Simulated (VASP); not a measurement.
# MoS2 (P6_3/mmc) in VASP: a series of runs

Runs on MoS2. Level: LDA+U. Tasks: single point.

All numbers are computed with VASP 6.6.1; they aren't measurements. Logs are shortened: lines on timing, memory, paths and dates and some standing lists are left out, and cuts for length are marked.

### 1 The cell of the first run

It takes space group P6_3/mmc (No. 194, hexagonal). The conventional cell has a = 3.161 Å, b = 3.161 Å, c = 12.295 Å, α = 90.00°, β = 90.00°, γ = 120.00°. Within 3.2 Å of Mo (site symmetry -6m2) lie 6 S at 2.37 Å and 6 Mo at 3.16 Å. S (site symmetry 3m) has 3 Mo at 2.37 Å and 7 S at 3.01 to 3.16 Å within 3.2 Å.

### 2 Single point, LDA+U, collinear spin, zero start

File INCAR:

```
SYSTEM = MoS2
ALGO     = Normal         ! electronic algorithm
EDIFF    = 1E-6           ! SCF threshold, eV
ENCUT    = 520            ! plane-wave cutoff, eV
GGA      = CA             ! functional
ISIF     = 2              ! what is computed and relaxed
ISMEAR   = 0              ! smearing method
ISPIN    = 2              ! spin polarisation
LASPH    = .TRUE.         ! aspherical terms in the spheres
LCHARG   = .FALSE.        ! write CHGCAR
LDAU     = .TRUE.         ! DFT+U
LDAUJ    = 0 0          
LDAUL    = 2 -1           ! shell
LDAUPRINT= 1            
LDAUTYPE = 2            
LDAUU    = 2 0            ! U, eV
LMAXMIX  = 4              ! l up to which the mixer works
LORBIT   = 11             ! projections on sites
LREAL    = .FALSE.        ! projectors in reciprocal space
LWAVE    = .FALSE.        ! write WAVECAR
MAGMOM   = 0 0 0 0 0 0    ! initial moments
NBANDS   = 39             ! bands
NELM     = 150            ! most SCF steps
PREC     = Accurate       ! precision mode
SIGMA    = 0.05           ! smearing width, eV
```

File KPOINTS:

```
k-points
0
G
  7 7 2
  0 0 0
```

File POSCAR:

```
MoS2
1.0
    3.1610015200      0.0000000000      0.0000000000
   -1.5805007600      2.7375076200      0.0000000000
    0.0000000000      0.0000000000     12.2949997000
Mo S
2 4
Direct
    0.3333333333      0.6666666667      0.2500000000
    0.6666666667      0.3333333333      0.7500000000
    0.3333333333      0.6666666667      0.6275000000
    0.6666666667      0.3333333333      0.1275000000
    0.3333333333      0.6666666667      0.8725000000
    0.6666666667      0.3333333333      0.3725000000
```

Potentials or basis: VASP PAW LDA potentials, release 64 (Mo_sv, S).

Command:

```console
cat potpaw_LDA.64/Mo_sv/POTCAR potpaw_LDA.64/S/POTCAR > POTCAR
mpirun -np 1 vasp_std > vasp.out
```

OUTCAR:

```text
SYSTEM = MoS2
   EDIFF = 1E-6
   ENCUT = 520
   GGA = CA
   ISIF = 2
   ISMEAR = 0
   ISPIN = 2
   LASPH = .TRUE.
   LORBIT = 11
   LREAL = .FALSE.
   NELM = 150
   PREC = Accurate

 ion  position               nearest neighbor table
   1  0.333  0.667  0.250-   4 2.37   6 2.37   4 2.37   6 2.37   4 2.37   6 2.37
   2  0.667  0.333  0.750-   3 2.37   5 2.37   3 2.37   5 2.37   3 2.37   5 2.37
   3  0.333  0.667  0.627-   2 2.37   2 2.37   2 2.37
   4  0.667  0.333  0.127-   1 2.37   1 2.37   1 2.37
   5  0.333  0.667  0.873-   2 2.37   2 2.37   2 2.37
   6  0.667  0.333  0.373-   1 2.37   1 2.37   1 2.37

  LATTYP: Found a hexagonal cell.
 ALAT       =     3.1610015200
 C/A-ratio  =     3.8895899360

  Lattice vectors:

 A1 = (   3.1610015200,   0.0000000000,   0.0000000000)
 A2 = (  -1.5805007600,   2.7375076200,   0.0000000000)
 A3 = (   0.0000000000,   0.0000000000,  12.2949997000)

Analysis of symmetry for initial positions (statically):
=====================================================================
 Subroutine PRICEL returns:
 Original cell was already a primitive cell.

 Routine SETGRP: Setting up the symmetry group for a
 hexagonal supercell.

 Subroutine GETGRP returns: Found 24 space group operations
 (whereof 12 operations were pure point group operations)
 out of a pool of 24 trial point group operations.

The static configuration has the point symmetry D_3d.
 The point group associated with its full space group is D_6h.

Analysis of symmetry for dynamics (positions and initial velocities):
=====================================================================
 Subroutine PRICEL returns:
 Original cell was already a primitive cell.

 Routine SETGRP: Setting up the symmetry group for a
 hexagonal supercell.

 Subroutine GETGRP returns: Found 24 space group operations
 (whereof 12 operations were pure point group operations)
 out of a pool of 24 trial point group operations.

The dynamic configuration has the point symmetry D_3d.
 The point group associated with its full space group is D_6h.

Analysis of structural, dynamic, and magnetic symmetry:
=====================================================================
 Subroutine PRICEL returns:
 Original cell was already a primitive cell.

[... 216 lines left out ...]
  o =  0.4294  v =  0.0000 -0.0000  1.0000  0.0000  0.0000  0.0000  0.0000  0.0000  0.0000  0.0000      0.0000  0.0000  0.0000  0.0000  0.0000  0.0000  0.0000  0.0000  0.0000  0.0000

 number of electron      51.9999998 magnetization       0.0000000

 Free energy of the ion-electron system (eV)
  ---------------------------------------------------
  ext. energy  EPLUGINS =         0.00000000
  ---------------------------------------------------
  free energy    TOTEN  =       -44.03809063 eV

  energy without entropy =      -44.03809063  energy(sigma->0) =      -44.03809063

 E-fermi :   7.9840     XC(G=0): -11.0910

 val. band max:        7.6384325454   @ k =   0.0000   0.0000   0.0000
 cond. band min:       8.5934550057   @ k =   0.2857   0.2857   0.0000
 fundamental gap:      0.9550224602
 Fermi energy:         7.9840078127

 spin component 1

 k-point     1 :       0.0000    0.0000    0.0000
  band No.  band energies     occupation
      1     -53.8409      1.00000
      2     -53.8409      1.00000
      3     -28.2034      1.00000
      4     -28.2033      1.00000
      5     -27.9850      1.00000
      6     -27.9850      1.00000
[... 645 lines left out ...]
     37      15.1200      0.00000
     38      15.1200      0.00000
 Fermi energy:         7.9840078127

 spin component 2

 k-point     1 :       0.0000    0.0000    0.0000
  band No.  band energies     occupation
      1     -53.8409      1.00000
      2     -53.8409      1.00000
      3     -28.2034      1.00000
      4     -28.2033      1.00000
      5     -27.9850      1.00000
      6     -27.9850      1.00000
[... 645 lines left out ...]
     37      15.1200      0.00000
     38      15.1200      0.00000
 [bands above 38 left out]

------------------------ aborting loop because EDIFF is reached ----------------------------------------

  FORCE on cell =-STRESS in cart. coord.  units (eV):
  Direction    XX          YY          ZZ          XY          YZ          ZX
  --------------------------------------------------------------------------------------
  -------------------------------------------------------------------------------------
  Total        0.0107507      0.0107507      4.6077262     -0.0000000      0.0000000      0.0000000
  in kB        0.1618966      0.1618966     69.3886895     -0.0000000      0.0000000      0.0000000
  external PRESSURE =      23.2374942 kB  Pullay stress =       0.0000000 kB

 VOLUME and BASIS-vectors are now :
 -----------------------------------------------------------------------------
  energy-cutoff  :      520.00
  volume of cell :      106.39
      direct lattice vectors                 reciprocal lattice vectors
     3.161001520  0.000000000  0.000000000     0.316355432  0.182647893  0.000000000
    -1.580500760  2.737507620  0.000000000     0.000000000  0.365295787  0.000000000
     0.000000000  0.000000000 12.294999700     0.000000000  0.000000000  0.081333878

 POSITION                                       TOTAL-FORCE (eV/Angst)
 -----------------------------------------------------------------------------------
     -0.00000      1.82501      3.07375         0.000000     -0.000000      0.000000
      1.58050      0.91250      9.22125         0.000000      0.000000      0.000000
     -0.00000      1.82501      7.71511         0.000000      0.000000     -0.892702
      1.58050      0.91250      1.56761        -0.000000     -0.000000     -0.892702
     -0.00000      1.82501     10.72739         0.000000      0.000000      0.892702
      1.58050      0.91250      4.57989        -0.000000     -0.000000      0.892702
 -----------------------------------------------------------------------------------
    total drift:                               -0.000000      0.000000     -0.000000

  FREE ENERGIE OF THE ION-ELECTRON SYSTEM (eV)
  ---------------------------------------------------
  free  energy   TOTEN  =       -44.0380906277 eV

  energy  without entropy=      -44.0380906277  energy(sigma->0) =      -44.03809063

 total charge

# of ion       s       p       d       tot
------------------------------------------
    1        2.312   6.244   4.010  12.567
    2        2.312   6.244   4.010  12.567
    3        1.361   2.358   0.000   3.719
    4        1.361   2.358   0.000   3.719
    5        1.361   2.358   0.000   3.719
    6        1.361   2.358   0.000   3.719
--------------------------------------------------
tot         10.068  21.919   8.021  40.009

 magnetization (x)

# of ion       s       p       d       tot
------------------------------------------
    1       -0.000   0.000   0.000   0.000
    2       -0.000   0.000   0.000   0.000
    3        0.000  -0.000   0.000  -0.000
    4        0.000  -0.000   0.000  -0.000
    5        0.000  -0.000   0.000  -0.000
    6        0.000  -0.000   0.000  -0.000
--------------------------------------------------
tot          0.000  -0.000   0.000   0.000
```

OSZICAR:

```text
N       E                     dE             d eps       ncg     rms          rms(c)
DAV:   1     0.466788130839E+03    0.46679E+03   -0.28513E+04  2696   0.127E+03
DAV:   2    -0.233331040406E+02   -0.49012E+03   -0.47048E+03  2894   0.355E+02
DAV:   3    -0.468301420966E+02   -0.23497E+02   -0.23082E+02  3080   0.727E+01
DAV:   4    -0.472107631720E+02   -0.38062E+00   -0.38027E+00  3000   0.960E+00
DAV:   5    -0.472171420482E+02   -0.63789E-02   -0.63782E-02  3069   0.125E+00    0.379E+01
DAV:   6    -0.446540741869E+02    0.25631E+01   -0.10737E+01  2859   0.215E+01    0.119E+01
DAV:   7    -0.442629274463E+02    0.39115E+00   -0.31033E+00  2793   0.125E+01    0.899E+00
DAV:   8    -0.440405924449E+02    0.22234E+00   -0.50165E-01  3003   0.490E+00    0.201E+00
DAV:   9    -0.440407554194E+02   -0.16297E-03   -0.37262E-02  2849   0.864E-01    0.620E-01
DAV:  10    -0.440382520706E+02    0.25033E-02   -0.12105E-02  2867   0.676E-01    0.233E-01
DAV:  11    -0.440381666419E+02    0.85429E-04   -0.99854E-04  2875   0.166E-01    0.125E-01
DAV:  12    -0.440380986731E+02    0.67969E-04   -0.14215E-04  2874   0.573E-02    0.727E-02
DAV:  13    -0.440380902264E+02    0.84467E-05   -0.60434E-05  2961   0.370E-02    0.121E-02
DAV:  14    -0.440380906277E+02   -0.40138E-06   -0.23442E-06  2345   0.743E-03
   1 F= -.44038091E+02 E0= -.44038091E+02  d E =-.516733E-24  mag=     0.0000
```

It took 46 s on 1 thread of Intel Xeon 6975P-C (Granite Rapids), shared host; peak memory 0.25 GiB.

What came out:

```
Free energy                                           : -44.0381 eV
Pressure                                              : 2.3 GPa
Largest force                                         : 0.893 eV/Å
Band gap on the k mesh                                : 0.96 eV (least direct gap 1.98 eV)
Net moment                                            : 0.00 μB per cell
Valence electrons inside the program's atomic spheres : Mo 12.57; S 3.72
```

Forces in eV/Å, atoms in the order of the input:
```
Mo   0.000  0.000  0.000
Mo   0.000  0.000  0.000
S    0.000  0.000 -0.893
S    0.000  0.000 -0.893
S    0.000  0.000  0.893
S    0.000  0.000  0.893
```

Stress tensor (GPa, compression positive):
```
0.02 0.00 0.00
0.00 0.02 0.00
0.00 0.00 6.94
```

Eigenvalues of the final occupation matrices:
```csv
site,spin,trace,eigenvalues
site 1 d,1,2.03,0.40 0.40 0.40 0.40 0.43
site 1 d,2,2.03,0.40 0.40 0.40 0.40 0.43
site 2 d,1,2.03,0.40 0.40 0.40 0.40 0.43
site 2 d,2,2.03,0.40 0.40 0.40 0.40 0.43
```

Caveat: an odd mesh through Γ misses points on the zone boundary, where band edges can lie.

### 3 Single point, LDA+U, collinear spin, zero start

File INCAR:

```
  PREC = Accurate
  ENCUT = 520
  EDIFF = 1E-6
  ISMEAR = 0
  SIGMA = 0.05
  LREAL = F
  LASPH = T
  NELM = 150
  ALGO = Normal
  ISIF = 2
  LWAVE = F
  LCHARG = F
  ISPIN = 2
  MAGMOM = 0 0 0 0 0 0
  LORBIT = 11
  LMAXMIX = 4
  LDAU = T
  LDAUTYPE = 2
  LDAUL = 2 -1
  LDAUU = 2 0
  LDAUJ = 0 0
  LDAUPRINT = 1
  GGA = CA
  NBANDS = 39
```

File KPOINTS:

```
regular mesh
0
Gamma
  7 7 2
```

POSCAR is that of step 2.

Potentials or basis: VASP PAW LDA potentials, release 64 (Mo_sv, S).

Command:

```console
cat potpaw_LDA.64/Mo_sv/POTCAR potpaw_LDA.64/S/POTCAR > POTCAR
mpirun -np 1 vasp_std > vasp.out
```

It took 45 s on 1 thread of Intel Xeon 6975P-C (Granite Rapids), shared host; peak memory 0.24 GiB.

Results (log left out):

```yaml
Free_energy: -44.0381 eV
Pressure: 2.3 GPa
Largest_force: 0.893 eV/Å
Band_gap_on_the_k_mesh: 0.96 eV (least direct gap 1.98 eV)
Net_moment: 0.00 μB per cell
Valence_electrons_inside_the_program's_atomic_spheres: Mo 12.57; S 3.72
```

Forces in eV/Å, atoms in the order of the input:
```
Mo   0.000  0.000  0.000
Mo   0.000  0.000  0.000
S    0.000  0.000 -0.893
S    0.000  0.000 -0.893
S    0.000  0.000  0.893
S    0.000  0.000  0.893
```

Stress tensor (GPa, compression positive):
```
0.02 0.00 0.00
0.00 0.02 0.00
0.00 0.00 6.94
```

Levels at points of the mesh, in eV from the valence-band top:
Spin up:
```tsv
k point	band 23	band 24	band 25	band 26	band 27	band 28	band 29	band 30
(0.00, 0.00, 0.00)	-2.54	-1.32	-1.19	0.00	1.98	1.98	1.99	1.99
(0.00, 0.00, 0.50)	-2.56	-2.56	-0.29	-0.29	1.98	1.98	1.98	1.98
```
Spin down:
| k point | band 22 | band 23 | band 24 | band 25 | band 26 | band 27 | band 28 | band 29 | band 30 | band 31 |
| --- | --- | --- | --- | --- | --- | --- | --- | --- | --- | --- |
| (0.00, 0.00, 0.00) | -2.54 | -2.54 | -1.32 | -1.19 | 0.00 | 1.98 | 1.98 | 1.99 | 1.99 | 2.32 |
| (0.00, 0.00, 0.50) | -2.56 | -2.56 | -2.56 | -0.29 | -0.29 | 1.98 | 1.98 | 1.98 | 1.98 | 2.39 |

Eigenvalues of the final occupation matrices:
| site | spin | trace | eigenvalues |
| --- | --- | --- | --- |
| site 1 d | 1 | 2.03 | 0.40 0.40 0.40 0.40 0.43 |
| site 1 d | 2 | 2.03 | 0.40 0.40 0.40 0.40 0.43 |
| site 2 d | 1 | 2.03 | 0.40 0.40 0.40 0.40 0.43 |
| site 2 d | 2 | 2.03 | 0.40 0.40 0.40 0.40 0.43 |

Caveat: an odd mesh through Γ misses points on the zone boundary, where band edges can lie.

[end of part 1 of 2]
